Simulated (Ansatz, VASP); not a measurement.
**One calculation of Rh, two programs**

INCAR

```
SYSTEM = Rh
  ALGO = Normal
  EDIFF = 1E-6
  ENCUT = 500
  GGA = PE
  GGA_COMPAT = .FALSE.
  ISIF = 2
  ISMEAR = -1
  LASPH = .TRUE.
  LCHARG = .TRUE.
  LELF = .TRUE.
  LREAL = .FALSE.
  LVHAR = .TRUE.
  LWAVE = .FALSE.
  NBANDS = 22
  NELM = 120
  PREC = Accurate
  SIGMA = 0.05
```

KPOINTS

```
k-points
0
G
  13 13 13
  0 0 0
```

Contents of POSCAR:

```
Rh
1.0
    0.0000000000      2.2985838600      2.2985838600
    2.2985838600      0.0000000000      2.2985838600
    2.2985838600      2.2985838600      0.0000000000
Rh
2
Direct
   -0.1250000000     -0.1250000000     -0.1250000000
    0.1250000000      0.1250000000      0.1250000000
```

Input for Ansatz:

```yaml
crystal:
  lattice:
    - [0.0, 2.29858386, 2.29858386]
    - [2.29858386, 0.0, 2.29858386]
    - [2.29858386, 2.29858386, 0.0]
  atoms:
    - { symbol: Rh, position: [-0.125, -0.125, -0.125] }
    - { symbol: Rh, position: [0.125, 0.125, 0.125] }
kpoints:
  mp_grid: { grid: [13, 13, 13] }
scf:
  occupations: { method: fermi_dirac, width: 0.05 }
hamiltonian:
  xc: pbe
  pseudopotentials: { kind: all_electron, lapw: { basis_error: 0.001 } }
output:
  forces: true
  stress: true
  eigenvalues: true
  populations: true
```

Change from the starting cell: volume scaled by 0.58, LAPW.

Alike in both runs: task single point; functional PBE; k mesh 13 × 13 × 13; occupations fermi-dirac, width 0.05 eV; no spin polarisation.

|  | VASP | Ansatz |
| --- | --- | --- |
| version | VASP 6.6.1 | Ansatz 0.2.0 |
| potentials or method | VASP PAW PBE potentials, release 64 (Rh_pv), cutoff 500 eV | all-electron LAPW, scalar-relativistic |

VASP gave:

* pressure (GPa): 270.7

**Question.** What did Ansatz give for the same quantities?

**Answer.** Pressure (GPa): 265.4.

Both programs put the cell under a high pressure, so it lies far from rest at this level. Ansatz ran all-electron here, and VASP with PAW potentials.

Noted on VASP's run: the cell as given lies far from equilibrium.
